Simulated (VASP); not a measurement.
# MgO (Fm-3m) in VASP: settings compared

MgO is run at these levels: PBE, r2SCAN; tasks: single point.

All numbers are computed with VASP 6.6.1; they aren't measurements. Logs are shortened: lines on timing, memory, paths and dates and some standing lists are left out, and cuts for length are marked.

**What was measured.**

From “Electronic structure of alkaline earth and post-transition metal oxides”, 2009, arxiv:0908.1581, for a bulk crystal of MgO: band gap 7.83 eV.

How close the calculation comes is told below.

## 1. The cell of the first run

The structure is cubic, space group Fm-3m (No. 225). Conventional cell: a = 4.254 Å, b = 4.254 Å, c = 4.254 Å, α = 90.00°, β = 90.00°, γ = 90.00°. Mg (site symmetry m-3m) has 6 O at 2.13 Å within 2.8 Å. Within 2.8 Å of O (site symmetry m-3m) lie 6 Mg at 2.13 Å.

## 2. Single point, PBE

The input, INCAR:

```
  PREC = Accurate
  ENCUT = 840
  EDIFF = 1E-6
  ISMEAR = 0
  SIGMA = 0.01
  LREAL = False
  LASPH = True
  NELM = 120
  ALGO = Normal
  ISIF = 2
  LWAVE = False
  LCHARG = True
  GGA = PE
  LELF = True
  LVHAR = True
  NBANDS = 15
  GGA_COMPAT = False
```

The input, KPOINTS:

```
Automatic mesh
0
Gamma
  8 8 8
```

The input, POSCAR:

```
MgO
1.0
    0.0000000000      2.1268522615      2.1268522615
    2.1268522615      0.0000000000      2.1268522615
    2.1268522615      2.1268522615      0.0000000000
Mg O
1 1
Direct
    0.0000000000      0.0000000000      0.0000000000
    0.5000000000      0.5000000000      0.5000000000
```

Potentials or basis: VASP PAW PBE potentials, release 64 (Mg_sv, O).

Started as:

```bash
cat potpaw_PBE.64/Mg_sv/POTCAR potpaw_PBE.64/O/POTCAR > POTCAR
mpirun -np 1 vasp_std > vasp.out
```

OUTCAR:

```text
PREC = Accurate
   ENCUT = 840
   EDIFF = 1E-6
   ISMEAR = 0
   LREAL = False
   LASPH = True
   NELM = 120
   ISIF = 2
   GGA = PE

 ion  position               nearest neighbor table
   1  0.000  0.000  0.000-   2 2.13   2 2.13   2 2.13   2 2.13   2 2.13   2 2.13
   2  0.500  0.500  0.500-   1 2.13   1 2.13   1 2.13   1 2.13   1 2.13   1 2.13

  LATTYP: Found a face centered cubic cell.
 ALAT       =     4.2537045230

  Lattice vectors:

 A1 = (   0.0000000000,   2.1268522615,   2.1268522615)
 A2 = (   2.1268522615,   0.0000000000,   2.1268522615)
 A3 = (   2.1268522615,   2.1268522615,   0.0000000000)

Analysis of symmetry for initial positions (statically):
=====================================================================
 Subroutine PRICEL returns:
 Original cell was already a primitive cell.

 Routine SETGRP: Setting up the symmetry group for a
 face centered cubic supercell.

 Subroutine GETGRP returns: Found 48 space group operations
 (whereof 48 operations were pure point group operations)
 out of a pool of 48 trial point group operations.

The static configuration has the point symmetry O_h .

Analysis of symmetry for dynamics (positions and initial velocities):
=====================================================================
 Subroutine PRICEL returns:
 Original cell was already a primitive cell.

 Routine SETGRP: Setting up the symmetry group for a
 face centered cubic supercell.

 Subroutine GETGRP returns: Found 48 space group operations
 (whereof 48 operations were pure point group operations)
 out of a pool of 48 trial point group operations.

The dynamic configuration has the point symmetry O_h .

 Subroutine INISYM returns: Found 48 space group operations
 (whereof 48 operations are pure point group operations),
 and found     1 'primitive' translations

----------------------------------------------------------------------------------------

                                     Primitive cell

  volume of cell :      19.2416

  direct lattice vectors                    reciprocal lattice vectors
     0.000000000  2.126852261  2.126852261    -0.235089202  0.235089202  0.235089202
     2.126852261  0.000000000  2.126852261     0.235089202 -0.235089202  0.235089202
     2.126852261  2.126852261  0.000000000     0.235089202  0.235089202 -0.235089202

  length of vectors
     3.007823313  3.007823313  3.007823313     0.407186441  0.407186441  0.407186441

  position of ions in fractional coordinates (direct lattice)
     0.000000000  0.000000000  0.000000000
     0.500000000  0.500000000  0.500000000

  ion indices of the primitive-cell ions
   primitive index   ion index
                 1           1
                 2           2

----------------------------------------------------------------------------------------

 KPOINTS: Automatic mesh

Automatic generation of k-mesh.
 Grid dimensions read from file:
 generate k-points for:    8    8    8

 Generating k-lattice:

  Cartesian coordinates                     Fractional coordinates (reciprocal lattice)
    -0.029386150  0.029386150  0.029386150     0.125000000  0.000000000  0.000000000
     0.029386150 -0.029386150  0.029386150     0.000000000  0.125000000  0.000000000
     0.029386150  0.029386150 -0.029386150     0.000000000  0.000000000  0.125000000

  Length of vectors
     0.050898305  0.050898305  0.050898305

  Shift w.r.t. Gamma in fractional coordinates (k-lattice)
     0.000000000  0.000000000  0.000000000

 Subroutine IBZKPT returns following result:
 ===========================================

 Found     29 irreducible k-points:

 Following reciprocal coordinates:
            Coordinates               Weight
  0.000000  0.000000  0.000000      1.000000
  0.125000  0.000000  0.000000      8.000000
  0.250000  0.000000  0.000000      8.000000
  0.375000  0.000000  0.000000      8.000000
  0.500000  0.000000  0.000000      4.000000
  0.125000  0.125000  0.000000      6.000000
[... 16 lines left out ...]
  0.500000  0.250000  0.125000     48.000000
 -0.375000  0.250000  0.125000     24.000000
 [... further k-points ...]
   k-points           NKPTS =     29   k-points in BZ     NKDIM =     29   number of bands    NBANDS=     15
   number of dos      NEDOS =    301   number of ions     NIONS =      2
   total plane-waves  NPLWV =  21952
   dimension x,y,z NGX =    28 NGY =   28 NGZ =   28
   dimension x,y,z NGXF=    56 NGYF=   56 NGZF=   56
   ions per type =               1   1
   NGX,Y,Z   is equivalent  to a cutoff of  15.48, 15.48, 15.48 a.u.
   NGXF,Y,Z  is equivalent  to a cutoff of  30.95, 30.95, 30.95 a.u.
 SYSTEM =  unknown system
   PREC   = accura    normal or accurate (medium, high low for compatibility)
   ISTART =      0    job   : 0-new  1-cont  2-samecut
   ICHARG =      2    charge: 1-file 2-atom 10-const
   ISPIN  =      1    spin polarized calculation?
   LNONCOLLINEAR =      F non collinear calculations
   LSORBIT =      F    spin-orbit coupling
   LASPH  =      T    aspherical Exc in radial PAW
   ENCUT  =  840.0 eV  61.74 Ry    7.86 a.u.   7.11  7.11  7.11*2*pi/ulx,y,z
   NELM   =    120;   NELMIN=  2; NELMDL= -5     # of ELM steps
   EDIFF  = 0.1E-05   stopping-criterion for ELM
   LREAL  =      F    real-space projection
[... 7 lines left out ...]
   TEBEG  =    0.0;   TEEND  =   0.0 temperature during run
   PSTRESS=    0.0 pullay stress
   NELECT =      16.0000    total number of electrons
   NUPDOWN=      -1.0000    fix difference up-down
   EMIN   =  10.00;   EMAX   =-10.00  energy-range for DOS
   EFERMI =   0.00;   METHOD = LEGACY
   ISMEAR =     0;   SIGMA  =   0.01  broadening in eV -4-tet -1-fermi 0-gaus
   EFERMI_NEDOS =   21; number of points for ismear=-14 and -15
   IALGO  =     38    algorithm
   IMIX   =      4    mixing-type and parameters
     AMIX     =   0.40;   BMIX     =  1.00
     AMIX_MAG =   1.60;   BMIX_MAG =  1.00
  volume/ion in A,a.u.               =       9.62        64.92
  Fermi-wavevector in a.u.,A,eV,Ry     =   1.539457  2.909152 32.244817  2.369927
  Thomas-Fermi vector in A             =   2.645682
   LORBIT       =      0    0 simple, 1 ext, 2 COOP (PROOUT), +10 PAW based schemes
   GGA     = PE    functional components
   LHFCALC =     F    Hartree Fock is set to
   AEXX    =    0.0000 exact exchange contribution
   IVDW    =     0    specifies the selected vdW correction
   LEPSILON=     F    determine dielectric tensor
   LRPA    =     F    only Hartree local field effects (RPA)
 non-spin polarized calculation
 Gauss-broadening in eV      SIGMA  =   0.01
  energy-cutoff  :      840.00
  volume of cell :       19.24
 maximum number of plane-waves:      1090
   NGX = 15   NGY = 15   NGZ = 15

 number of electron      15.9999997 magnetization

 Free energy of the ion-electron system (eV)
  ---------------------------------------------------
  ext. energy  EPLUGINS =         0.00000000
  ---------------------------------------------------
  free energy    TOTEN  =       -11.88480579 eV

  energy without entropy =      -11.88480579  energy(sigma->0) =      -11.88480579

 E-fermi :   2.9537     XC(G=0): -11.2434

 val. band max:        2.7067111913   @ k =   0.0000   0.0000   0.0000
 cond. band min:       7.1653505010   @ k =   0.0000   0.0000   0.0000
 fundamental gap:      4.4586393097
 Fermi energy:         2.9537043351

 k-point     1 :       0.0000    0.0000    0.0000
  band No.  band energies     occupation
      1     -69.6650      2.00000
      2     -36.3931      2.00000
      3     -36.3931      2.00000
      4     -36.3931      2.00000
      5     -14.3944      2.00000
      6       2.7067      2.00000
      7       2.7067      2.00000
      8       2.7067      2.00000
      9       7.1654      0.00000
     10      18.3446      0.00000
     11      18.3446      0.00000
     12      18.3446      0.00000
     13      22.1802      0.00000
     14      23.9279      0.00000
     15      23.9279      0.00000

 k-point     2 :       0.1250    0.0000    0.0000
  band No.  band energies     occupation
      1     -69.6638      2.00000
      2     -36.4044      2.00000
      3     -36.3943      2.00000
      4     -36.3943      2.00000
      5     -14.2354      2.00000
      6       1.7652      2.00000
      7       2.6086      2.00000
      8       2.6086      2.00000
      9       8.0819      0.00000
     10      16.6748      0.00000
     11      18.6864      0.00000
     12      18.6864      0.00000
     13      22.9238      0.00000
     14      22.9238      0.00000
     15      24.2516      0.00000

 k-point     3 :       0.2500    0.0000    0.0000
  band No.  band energies     occupation
      1     -69.6612      2.00000
      2     -36.4317      2.00000
      3     -36.3971      2.00000
      4     -36.3971      2.00000
      5     -13.8248      2.00000
      6       0.1077      2.00000
      7       2.3822      2.00000
      8       2.3822      2.00000
      9       9.5394      0.00000
     10      15.1000      0.00000
     11      19.1278      0.00000
     12      19.1278      0.00000
     13      22.5351      0.00000
     14      22.5351      0.00000
     15      24.2709      0.00000
[... 343 lines left out ...]
 k-point    23 :       0.5000    0.2500    0.1250
  band No.  band energies     occupation
      1     -69.6572      2.00000
      2     -36.4514      2.00000
      3     -36.4179      2.00000
      4     -36.4052      2.00000
      5     -13.1834      2.00000
      6      -0.8915      2.00000
      7       1.0465      2.00000
      8       1.8752      2.00000
      9      11.9604      0.00000
     10      14.1601      0.00000
     11      16.3353      0.00000
     12      19.5143      0.00000
     13      22.0797      0.00000
     14      24.7424      0.00000
     15      28.2825      0.00000

 k-point    24 :      -0.3750    0.2500    0.1250
  band No.  band energies     occupation
      1     -69.6563      2.00000
      2     -36.4577      2.00000
      3     -36.4199      2.00000
      4     -36.4075      2.00000
      5     -13.0266      2.00000
      6      -1.1681      2.00000
      7       0.8457      2.00000
      8       1.7598      2.00000
      9      12.1777      0.00000
     10      14.6286      0.00000
     11      15.9192      0.00000
     12      19.2680      0.00000
     13      22.8964      0.00000
     14      24.4068      0.00000
     15      28.4290      0.00000

 [... further k-points ...]
[... 5 lines left out ...]
  --------------------------------------------------------------------------------------
  -------------------------------------------------------------------------------------
  Total        0.0065149      0.0065149      0.0065149     -0.0000000     -0.0000000     -0.0000000
  in kB        0.5424717      0.5424717      0.5424717     -0.0000000     -0.0000000     -0.0000000
  external PRESSURE =       0.5424717 kB  Pullay stress =       0.0000000 kB

 VOLUME and BASIS-vectors are now :
 -----------------------------------------------------------------------------
  energy-cutoff  :      840.00
  volume of cell :       19.24
      direct lattice vectors                 reciprocal lattice vectors
     0.000000000  2.126852261  2.126852261    -0.235089202  0.235089202  0.235089202
     2.126852261  0.000000000  2.126852261     0.235089202 -0.235089202  0.235089202
     2.126852261  2.126852261  0.000000000     0.235089202  0.235089202 -0.235089202

 POSITION                                       TOTAL-FORCE (eV/Angst)
 -----------------------------------------------------------------------------------
      0.00000      0.00000      0.00000        -0.000000     -0.000000     -0.000000
      2.12685      2.12685      2.12685         0.000000      0.000000      0.000000
 -----------------------------------------------------------------------------------
    total drift:                                0.000000      0.000000      0.000000

  FREE ENERGIE OF THE ION-ELECTRON SYSTEM (eV)
  ---------------------------------------------------
  free  energy   TOTEN  =       -11.8848057916 eV

  energy  without entropy=      -11.8848057916  energy(sigma->0) =      -11.88480579
```

It took 13 s on 1 thread of Intel Xeon Platinum 8259CL at 2.50GHz (Skylake/Cascade Lake), shared host; peak memory 0.16 GiB.

Results:

| Item | Value |
| --- | --- |
| Free energy | -11.8848 eV |
| Pressure | 0.1 GPa |
| Band gap on the k mesh | 4.46 eV |

Levels at points of the mesh, in eV from the valence-band top:
| k point | band 5 | band 6 | band 7 | band 8 | band 9 | band 10 | band 11 | band 12 |
| --- | --- | --- | --- | --- | --- | --- | --- | --- |
| (0.00, 0.00, 0.00) | -17.10 | 0.00 | 0.00 | 0.00 | 4.46 | 15.64 | 15.64 | 15.64 |
| (0.50, 0.00, 0.00) | -15.86 | -4.48 | -0.62 | -0.62 | 7.72 | 12.28 | 16.03 | 16.03 |
| (0.50, 0.50, 0.00) | -15.65 | -3.94 | -1.30 | -1.30 | 9.09 | 9.69 | 12.79 | 18.55 |

## 3. Single point, r2SCAN (8.73 Å³/atom)

This run uses another cell than the first one, of 8.73 Å³/atom.

The input, POSCAR:

```
MgO
1.0
    0.0000000000      2.0592545970      2.0592545970
    2.0592545970      0.0000000000      2.0592545970
    2.0592545970      2.0592545970      0.0000000000
Mg O
1 1
Direct
    0.0000000000      0.0000000000      0.0000000000
    0.5000000000      0.5000000000      0.5000000000
```

The input, INCAR.step1:

```
PREC     = Accurate       # precision mode
ENCUT    = 920            # plane-wave cutoff, eV
ISMEAR   = 0              # smearing method
SIGMA    = 0.01           # smearing width, eV
LREAL    = False          # projectors in reciprocal space
LASPH    = True           # aspherical terms in the spheres
NELM     = 120            # most SCF steps
NBANDS   = 15             # bands
GGA      = PE             # functional
ALGO     = Normal         # electronic algorithm
EDIFF    = 1E-5           # SCF threshold, eV
LWAVE    = True           # write WAVECAR
LCHARG   = False          # write CHGCAR
GGA_COMPAT= False
```

The input, INCAR.step2:

```
PREC     = Accurate       # precision mode
ENCUT    = 920            # plane-wave cutoff, eV
EDIFF    = 1E-6           # SCF threshold, eV
ISMEAR   = 0              # smearing method
SIGMA    = 0.01           # smearing width, eV
LREAL    = False          # projectors in reciprocal space
LASPH    = True           # aspherical terms in the spheres
NELM     = 120            # most SCF steps
ALGO     = Normal         # electronic algorithm
ISIF     = 2              # what is computed and relaxed
LWAVE    = False          # write WAVECAR
LCHARG   = False          # write CHGCAR
METAGGA  = R2SCAN         # meta-GGA
LMIXTAU  = True         
NBANDS   = 15             # bands
ISTART   = 1            
GGA_COMPAT= False
```

The input, KPOINTS:

```
regular mesh
0
Gamma
  8 8 8
```

Potentials or basis: VASP PAW PBE potentials, release 64 (Mg_sv, O).

Started as:

```bash
cat potpaw_PBE.64/Mg_sv/POTCAR potpaw_PBE.64/O/POTCAR > POTCAR
cp INCAR.step1 INCAR
mpirun -np 1 vasp_std > vasp.out
cp INCAR.step2 INCAR
mpirun -np 1 vasp_std > vasp.out
```

Run time: 61 s. Hardware: 1 thread of AMD EPYC 7R13 (Zen 3), shared host; peak memory 0.14 GiB.

Results (log left out):

```
Free energy            : -16.1100 eV
Pressure               : 12.3 GPa
Band gap on the k mesh : 6.35 eV
```

Levels at points of the mesh, in eV from the valence-band top:
```csv
k point,band 5,band 6,band 7,band 8,band 9,band 10,band 11,band 12
"(0.00, 0.00, 0.00)",-18.54,0.00,0.00,0.00,6.35,17.26,17.26,17.26
"(0.50, 0.00, 0.00)",-17.08,-4.91,-0.75,-0.75,9.29,14.65,18.23,18.23
"(0.50, 0.50, 0.00)",-16.86,-4.35,-1.46,-1.46,10.13,11.92,15.09,21.56
```

Caveat: the cell stands under pressure; the PAW data sets were made with another functional, which shifts forces and pressure a little. r2SCAN opens gaps a little over a GGA but as a rule still falls short of measured ones.

## 4. Single point, PBE

This run uses another cell than the first one, of 9.29 Å³/atom.

The input, INCAR:

```
PREC     = Accurate       # precision mode
ENCUT    = 840            # plane-wave cutoff, eV
EDIFF    = 1E-6           # SCF threshold, eV
ISMEAR   = 0              # smearing method
SIGMA    = 0.01           # smearing width, eV
LREAL    = F              # projectors in reciprocal space
LASPH    = T              # aspherical terms in the spheres
NELM     = 120            # most SCF steps
ALGO     = Normal         # electronic algorithm
ISIF     = 2              # what is computed and relaxed
LWAVE    = F              # write WAVECAR
LCHARG   = F              # write CHGCAR
GGA      = PE             # functional
NBANDS   = 15             # bands
GGA_COMPAT= F
```

The input, KPOINTS:

```
Automatic mesh
0
Gamma
  10 10 10
```

The input, POSCAR:

```
MgO
1.0
    0.0000000000      2.1021680266      2.1021680266
    2.1021680266      0.0000000000      2.1021680266
    2.1021680266      2.1021680266      0.0000000000
Mg O
1 1
Direct
    0.0000000000      0.0000000000      0.0000000000
    0.5000000000      0.5000000000      0.5000000000
```

Started as:

```bash
cat potpaw_PBE.64/Mg_sv/POTCAR potpaw_PBE.64/O/POTCAR > POTCAR
mpirun -np 1 vasp_std > vasp.out
```

It took 15 s on 1 thread of Intel Xeon Platinum 8375C at 2.90GHz (Ice Lake), shared host; peak memory 0.16 GiB.

Results (log left out):

```
Free energy            : -11.8710 eV
Pressure               : 5.7 GPa
Band gap on the k mesh : 4.79 eV
```

Levels at points of the mesh, in eV from the valence-band top:
```
           k point  band 5  band 6  band 7  band 8  band 9  band 10  band 11  band 12
(0.00, 0.00, 0.00)  -17.28    0.00    0.00    0.00    4.79    15.84    15.84    15.84
(0.50, 0.00, 0.00)  -15.95   -4.63   -0.66   -0.66    7.94    12.68    16.39    16.39
(0.50, 0.50, 0.00)  -15.73   -4.08   -1.35   -1.35    9.13    10.06    13.16    19.08
```

Caveat: the cell stands under pressure.

## 5. The runs side by side

```tsv
level	cell	k mesh	cutoff (eV)	gap on the mesh (eV)	pressure (GPa)
PBE	a = 3.008 Å, angles 60.0°, 2 atoms	8 × 8 × 8	840	4.46	0.1
r2SCAN	a = 2.912 Å, angles 60.0°, 2 atoms	8 × 8 × 8	920	6.35	12.3
PBE	a = 2.973 Å, angles 60.0°, 2 atoms	10 × 10 × 10	840	4.79	5.7
```

Alike in all rows: task single point; potentials or basis VASP PAW PBE potentials, release 64 (Mg_sv, O); no spin polarisation; smearing gaussian 0.01 eV.

Caveats: the cell stands under pressure (at least some runs); the PAW data sets were made with another functional, which shifts forces and pressure a little (at least some runs).

Total energies depend on the potentials used, so only differences within one code and one set of settings carry meaning.

## 6. Comparison with measurements

Step 2. Measured gap of MgO: 7.83 eV (quoted in “Electronic structure of alkaline earth and post-transition metal oxides”, 2009, arxiv:0908.1581). This calculation gives 4.46 eV (-3.37 eV). The value is that of PBE, without temperature or zero-point motion. Semilocal functionals fall short of measured gaps as a rule.
